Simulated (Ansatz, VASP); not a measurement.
# Two plane-wave programs on PbS

```
CELL_PARAMETERS angstrom
2.05694 -3.56583 0.00000
2.05694 3.56583 0.00000
0.00000 0.00000 7.55994
ATOMIC_POSITIONS crystal
Pb 0.00103 0.99897 0.51327
Pb 0.99897 0.00103 0.01327
S 0.66714 0.33286 0.30753
S 0.33286 0.66714 0.80753
```

Alike in both runs: task single point; functional PBEsol; k mesh 6 × 6 × 4; no spin polarisation.

|  | VASP | Ansatz |
| --- | --- | --- |
| version | VASP 6.6.1 | Ansatz 0.2.0 |
| potentials or method | VASP PAW PBE potentials, release 64 (Pb_d, S), cutoff 500 eV | plane waves, PAW |
| occupations | gaussian, width 0.01 eV | fixed |
| valence electrons in the cell | 40 | 40 |

Ansatz gave:

- pressure (GPa): -1.8
- traceless stress, the component that is largest in VASP (GPa): -0.17

Question: Which values does VASP return?

Answer: Pressure (GPa): -1.8; traceless stress, the component that is largest in VASP (GPa): -0.16.

VASP's potentials were made for PBE, not for PBEsol.

Neither program's run includes spin-orbit coupling.
